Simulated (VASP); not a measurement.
# CoO (zincblende type) (F-43m) in VASP: notebook, part 2 of 2

VASP 6.6.1.

## 5. Single point, PBE, collinear spin, ferromagnetic start

This run uses another cell than the first one, of 11.38 Å³/atom.

INCAR

```
PREC = Accurate ; ENCUT = 520
EDIFF = 1E-6 ; ISMEAR = -1
SIGMA = 0.05 ; LREAL = False
LASPH = True ; NELM = 150
ALGO = Normal ; ISIF = 2
LWAVE = False ; LCHARG = False
ISPIN = 2 ; MAGMOM = 2 0
LORBIT = 11 ; LMAXMIX = 4
GGA = PE ; NBANDS = 18
```

KPOINTS

```
Automatic mesh
0
Gamma
  13 13 13
```

POSCAR

```
CoO
1.0
    0.0000000000      2.2495573000      2.2495573000
    2.2495573000      0.0000000000      2.2495573000
    2.2495573000      2.2495573000      0.0000000000
Co O
1 1
Direct
    0.0000000000      0.0000000000      0.0000000000
    0.2500000000      0.2500000000      0.2500000000
```

Potentials or basis: VASP PAW PBE potentials, release 64 (Co, O).

Started as:

```
cat potpaw_PBE.64/Co/POTCAR potpaw_PBE.64/O/POTCAR > POTCAR
mpirun -np 1 vasp_std > vasp.out
```

OUTCAR:

```text
PREC = Accurate
   ENCUT = 520
   EDIFF = 1E-6
   ISMEAR = -1
   LREAL = False
   LASPH = True
   NELM = 150
   ISIF = 2
   ISPIN = 2
   LORBIT = 11
   GGA = PE

 ion  position               nearest neighbor table
   1  0.000  0.000  0.000-   2 1.95   2 1.95   2 1.95   2 1.95
   2  0.250  0.250  0.250-   1 1.95   1 1.95   1 1.95   1 1.95

  LATTYP: Found a face centered cubic cell.
 ALAT       =     4.4991146000

  Lattice vectors:

 A1 = (   0.0000000000,   2.2495573000,   2.2495573000)
 A2 = (   2.2495573000,   0.0000000000,   2.2495573000)
 A3 = (   2.2495573000,   2.2495573000,   0.0000000000)

Analysis of symmetry for initial positions (statically):
=====================================================================
 Subroutine PRICEL returns:
 Original cell was already a primitive cell.

 Routine SETGRP: Setting up the symmetry group for a
 face centered cubic supercell.

 Subroutine GETGRP returns: Found 24 space group operations
 (whereof 24 operations were pure point group operations)
 out of a pool of 48 trial point group operations.

The static configuration has the point symmetry T_d .

Analysis of symmetry for dynamics (positions and initial velocities):
=====================================================================
 Subroutine PRICEL returns:
 Original cell was already a primitive cell.

 Routine SETGRP: Setting up the symmetry group for a
 face centered cubic supercell.

 Subroutine GETGRP returns: Found 24 space group operations
 (whereof 24 operations were pure point group operations)
 out of a pool of 48 trial point group operations.

The dynamic configuration has the point symmetry T_d .

Analysis of structural, dynamic, and magnetic symmetry:
=====================================================================
 Subroutine PRICEL returns:
 Original cell was already a primitive cell.

 Routine SETGRP: Setting up the symmetry group for a
 face centered cubic supercell.

 Subroutine GETGRP returns: Found 24 space group operations
 (whereof 24 operations were pure point group operations)
 out of a pool of 48 trial point group operations.

The overall configuration has the point symmetry T_d .

 Subroutine INISYM returns: Found 24 space group operations
 (whereof 24 operations are pure point group operations),
 and found     1 'primitive' translations

----------------------------------------------------------------------------------------

                                     Primitive cell

  volume of cell :      22.7678

  direct lattice vectors                    reciprocal lattice vectors
     0.000000000  2.249557300  2.249557300    -0.222265954  0.222265954  0.222265954
     2.249557300  0.000000000  2.249557300     0.222265954 -0.222265954  0.222265954
     2.249557300  2.249557300  0.000000000     0.222265954  0.222265954 -0.222265954

  length of vectors
     3.181354443  3.181354443  3.181354443     0.384975926  0.384975926  0.384975926

  position of ions in fractional coordinates (direct lattice)
     0.000000000  0.000000000  0.000000000
     0.250000000  0.250000000  0.250000000

  ion indices of the primitive-cell ions
   primitive index   ion index
                 1           1
                 2           2
[... 62 lines left out ...]
 SYSTEM =  unknown system
   PREC   = accura    normal or accurate (medium, high low for compatibility)
   ISTART =      0    job   : 0-new  1-cont  2-samecut
   ICHARG =      2    charge: 1-file 2-atom 10-const
   ISPIN  =      2    spin polarized calculation?
   LNONCOLLINEAR =      F non collinear calculations
   LSORBIT =      F    spin-orbit coupling
   LASPH  =      T    aspherical Exc in radial PAW
   ENCUT  =  520.0 eV  38.22 Ry    6.18 a.u.   5.92  5.92  5.92*2*pi/ulx,y,z
   NELM   =    150;   NELMIN=  2; NELMDL= -5     # of ELM steps
   EDIFF  = 0.1E-05   stopping-criterion for ELM
   LREAL  =      F    real-space projection
   EDIFFG = 0.1E-04   stopping-criterion for IOM
   NSW    =      0    number of steps for IOM
   IBRION =     -1    ionic relax: 0-MD 1-quasi-New 2-CG
   NFREE  =      0    steps in history (QN), initial steepest desc. (CG)
   ISIF   =      2    stress and relaxation
   ISYM   =      2    0-nonsym 1-usesym 2-fastsym
   POTIM  = 0.5000    time-step for ionic-motion
   TEBEG  =    0.0;   TEEND  =   0.0 temperature during run
   PSTRESS=    0.0 pullay stress
   NELECT =      15.0000    total number of electrons
   NUPDOWN=      -1.0000    fix difference up-down
   EMIN   =  10.00;   EMAX   =-10.00  energy-range for DOS
   EFERMI =   0.00;   METHOD = LEGACY
   ISMEAR =    -1;   SIGMA  =   0.05  broadening in eV -4-tet -1-fermi 0-gaus
   EFERMI_NEDOS =   21; number of points for ismear=-14 and -15
   IALGO  =     38    algorithm
   IMIX   =      4    mixing-type and parameters
     AMIX     =   0.40;   BMIX     =  1.00
     AMIX_MAG =   1.60;   BMIX_MAG =  1.00
  volume/ion in A,a.u.               =      11.38        76.82
  Fermi-wavevector in a.u.,A,eV,Ry     =   1.424508  2.691930 27.609251  2.029223
  Thomas-Fermi vector in A             =   2.544991
   LORBIT       =     11    0 simple, 1 ext, 2 COOP (PROOUT), +10 PAW based schemes
   GGA     = PE    functional components
   LHFCALC =     F    Hartree Fock is set to
   AEXX    =    0.0000 exact exchange contribution
   IVDW    =     0    specifies the selected vdW correction
   LEPSILON=     F    determine dielectric tensor
   LRPA    =     F    only Hartree local field effects (RPA)
 spin polarized calculation
  energy-cutoff  :      520.00
  volume of cell :       22.77
 maximum number of plane-waves:       624
   NGX = 11   NGY = 11   NGZ = 11

 number of electron      15.0000011 magnetization       2.7365120

 Free energy of the ion-electron system (eV)
  ---------------------------------------------------
  ext. energy  EPLUGINS =         0.00000000
  ---------------------------------------------------
  free energy    TOTEN  =       -13.37623832 eV

  energy without entropy =      -13.36066670  energy(sigma->0) =      -13.36845251

 E-fermi :   6.0398     XC(G=0): -11.2356

 val. band max:        6.0262927593   @ k =  -0.4615   0.3846   0.0000
 cond. band min:       6.0406694683   @ k =  -0.3846   0.3846   0.0000
 fundamental gap:      0.0143767090
 Fermi energy:         6.0398260758

 spin component 1

 k-point     1 :       0.0000    0.0000    0.0000
  band No.  band energies     occupation
      1     -13.9865      1.00000
      2      -0.1078      1.00000
      3      -0.1078      1.00000
      4      -0.1078      1.00000
      5       3.8545      1.00000
      6       3.8545      1.00000
[... 493 lines left out ...]
     17      31.6430      0.00000
     18      32.9000      0.00000

 [... further k-points ...]

 spin component 2

 k-point     1 :       0.0000    0.0000    0.0000
  band No.  band energies     occupation
      1     -13.4757      1.00000
      2       1.0853      1.00000
      3       1.0853      1.00000
      4       1.0854      1.00000
      5       5.5099      0.99998
      6       5.5101      0.99997
[... 493 lines left out ...]
     17      32.1327      0.00000
     18      33.2738      0.00000

 [... further k-points ...]

------------------------ aborting loop because EDIFF is reached ----------------------------------------

  FORCE on cell =-STRESS in cart. coord.  units (eV):
  Direction    XX          YY          ZZ          XY          YZ          ZX
  --------------------------------------------------------------------------------------
  -------------------------------------------------------------------------------------
  Total       -0.0296992     -0.0296992     -0.0296992      0.0000000      0.0000000     -0.0000000
  in kB       -2.0899440     -2.0899440     -2.0899440      0.0000000      0.0000000     -0.0000000
  external PRESSURE =      -2.0899440 kB  Pullay stress =       0.0000000 kB

 VOLUME and BASIS-vectors are now :
 -----------------------------------------------------------------------------
  energy-cutoff  :      520.00
  volume of cell :       22.77
      direct lattice vectors                 reciprocal lattice vectors
     0.000000000  2.249557300  2.249557300    -0.222265954  0.222265954  0.222265954
     2.249557300  0.000000000  2.249557300     0.222265954 -0.222265954  0.222265954
     2.249557300  2.249557300  0.000000000     0.222265954  0.222265954 -0.222265954

 POSITION                                       TOTAL-FORCE (eV/Angst)
 -----------------------------------------------------------------------------------
      0.00000      0.00000      0.00000         0.000000      0.000000      0.000000
      1.12478      1.12478      1.12478        -0.000000     -0.000000     -0.000000
 -----------------------------------------------------------------------------------
    total drift:                                0.000000      0.000000      0.000000

  FREE ENERGIE OF THE ION-ELECTRON SYSTEM (eV)
  ---------------------------------------------------
  free  energy   TOTEN  =       -13.3762383179 eV

  energy  without entropy=      -13.3606666984  energy(sigma->0) =      -13.36845251

 total charge

# of ion       s       p       d       tot
------------------------------------------
    1        0.346   0.451   7.209   8.007
    2        1.553   3.439   0.000   4.992
--------------------------------------------------
tot          1.899   3.890   7.209  12.998

 magnetization (x)

# of ion       s       p       d       tot
------------------------------------------
    1        0.018   0.050   2.293   2.361
    2        0.021   0.269   0.000   0.290
--------------------------------------------------
tot          0.039   0.319   2.293   2.650
```

OSZICAR:

```text
N       E                     dE             d eps       ncg     rms          rms(c)
DAV:   1     0.814021295603E+02    0.81402E+02   -0.66213E+03  6234   0.920E+02
DAV:   2    -0.107049166761E+02   -0.92107E+02   -0.79615E+02  6356   0.220E+02
DAV:   3    -0.160189843154E+02   -0.53141E+01   -0.51423E+01  7004   0.570E+01
DAV:   4    -0.160819703566E+02   -0.62986E-01   -0.62927E-01  7226   0.592E+00
DAV:   5    -0.160837137258E+02   -0.17434E-02   -0.17431E-02  7400   0.999E-01    0.177E+01
DAV:   6    -0.156474665755E+02    0.43625E+00   -0.25614E+01  7108   0.702E+01    0.228E+01
DAV:   7    -0.134035883817E+02    0.22439E+01   -0.13249E+01  7220   0.589E+01    0.772E+00
DAV:   8    -0.133965633902E+02    0.70250E-02   -0.49268E-01  6888   0.722E+00    0.430E+00
DAV:   9    -0.133710028454E+02    0.25561E-01   -0.17664E-01  8492   0.582E+00    0.133E+00
DAV:  10    -0.133775736018E+02   -0.65708E-02   -0.45566E-02  7996   0.251E+00    0.426E-01
DAV:  11    -0.133761682972E+02    0.14053E-02   -0.10039E-02  8402   0.123E+00    0.199E-01
DAV:  12    -0.133762046872E+02   -0.36390E-04   -0.90269E-04  6898   0.281E-01    0.562E-02
DAV:  13    -0.133762260501E+02   -0.21363E-04   -0.12651E-04  7188   0.101E-01    0.497E-02
DAV:  14    -0.133762398151E+02   -0.13765E-04   -0.23190E-05  6588   0.370E-02    0.170E-02
DAV:  15    -0.133762384938E+02    0.13212E-05   -0.40673E-06  7282   0.253E-02    0.825E-03
DAV:  16    -0.133762383179E+02    0.17592E-06   -0.85282E-07  3648   0.143E-02
   1 F= -.13376238E+02 E0= -.13368453E+02  d E =-.155716E-01  mag=     2.7372
```

stdout:

```text
POSCAR found type information on POSCAR CoO
 POSCAR found :  2 types and       2 ions
 scaLAPACK will be used
 LDA part: xc-table for (Slater+PW92), standard interpolation
 POSCAR, INCAR and KPOINTS ok, starting setup
 FFT: planning ... GRIDC
 FFT: planning ... GRID_SOFT
 FFT: planning ... GRID
 WAVECAR not read
 entering main loop
```

Wall time 44 s (1 thread of AMD EPYC 9R45 (Zen 5), shared host); peak memory 0.16 GiB.

Results:

```yaml
Free_energy: -13.3762 eV
Pressure: -0.2 GPa
Net_moment: 2.74 μB per cell
Site_moments: Co +2.36; O +0.29 μB
Valence_electrons_inside_the_program's_atomic_spheres: Co 8.01; O 4.99
```

Caveat: a cell with one magnetic atom can't hold antiferromagnetic order, which such compounds often take; semilocal functionals often make such compounds metallic where correlation or magnetic order opens a gap, which also shifts bond lengths. With open d or f shells a metallic result of PBE can be an artefact of self-interaction; +U or a hybrid may open a gap.

## 6. Single point, PBE, collinear spin, ferromagnetic start (11.67 Å³/atom)

This run uses another cell than the first one, of 11.67 Å³/atom.

INCAR

```
SYSTEM = CoO
  PREC = Accurate
  ENCUT = 520
  EDIFF = 1E-7
  ISMEAR = -1
  SIGMA = 0.05
  LREAL = .FALSE.
  LASPH = .TRUE.
  NELM = 150
  ALGO = Normal
  ISIF = 2
  LWAVE = .FALSE.
  LCHARG = .FALSE.
  ISPIN = 2
  MAGMOM = 2 0
  LORBIT = 11
  LMAXMIX = 4
  GGA = PE
  NBANDS = 18
```

KPOINTS

```
Automatic mesh
0
G
  13 13 13
  0 0 0
```

POSCAR

```
CoO
1.0
    0.0000000000      2.2681495258      2.2681495258
    2.2681495258      0.0000000000      2.2681495258
    2.2681495258      2.2681495258      0.0000000000
Co O
1 1
Direct
    0.0000000000      0.0000000000      0.0000000000
    0.2500000000      0.2500000000      0.2500000000
```

Potentials or basis: VASP PAW PBE potentials, release 64 (Co, O).

Started as:

```
cat potpaw_PBE.64/Co/POTCAR potpaw_PBE.64/O/POTCAR > POTCAR
mpirun -np 1 vasp_std > vasp.out
```

Run time: 50 s. Hardware: 1 thread of AMD EPYC 9R45 (Zen 5), shared host; peak memory 0.15 GiB.

Results (log left out):

| Quantity | Value |
| --- | --- |
| Free energy | -13.3712 eV |
| Pressure | -3.0 GPa |
| Net moment | 2.81 μB per cell |
| Site moments | Co +2.42; O +0.30 μB |
| Valence electrons inside the program's atomic spheres | Co 7.96; O 4.98 |

Levels at points of the mesh, in eV from the Fermi level:
Spin up:
| k point | band 6 | band 7 | band 8 | band 9 | band 10 | band 11 | band 12 | band 13 |
| --- | --- | --- | --- | --- | --- | --- | --- | --- |
| (0.00, 0.00, 0.00) | -2.19 | 0.16 | 0.25 | 0.25 | 0.25 | 14.07 | 14.07 | 14.07 |
Spin down:
```tsv
k point	band 4	band 5	band 6	band 7	band 8	band 9
(0.00, 0.00, 0.00)	-4.77	-0.49	-0.49	0.68	2.62	2.62
```

Caveat: a cell with one magnetic atom can't hold antiferromagnetic order, which such compounds often take; semilocal functionals often make such compounds metallic where correlation or magnetic order opens a gap, which also shifts bond lengths. With open d or f shells a metallic result of PBE can be an artefact of self-interaction; +U or a hybrid may open a gap.

## 7. Summary

```csv
cell,gap on the mesh (eV),pressure (GPa),moment (μB)
"a = 3.127 Å, angles 60.0°, 2 atoms",none,5.8,2.46
"a = 3.155 Å, angles 60.0°, 2 atoms",none,2.7,2.64
"a = 3.181 Å, angles 60.0°, 2 atoms",none,-0.2,2.74
"a = 3.208 Å, angles 60.0°, 2 atoms",none,-3.0,2.81
```

Alike in all rows: task single point; level PBE; potentials or basis VASP PAW PBE potentials, release 64 (Co, O); spin collinear, ferromagnetic start; k mesh 13 × 13 × 13; cutoff (eV) 520; smearing fermi-dirac 0.05 eV.

Caveats: a cell with one magnetic atom can't hold antiferromagnetic order, which such compounds often take; semilocal functionals often make such compounds metallic where correlation or magnetic order opens a gap, which also shifts bond lengths; the cell stands under pressure (at least some runs).

Total energies depend on the potentials used, so only differences within one code and one set of settings carry meaning.
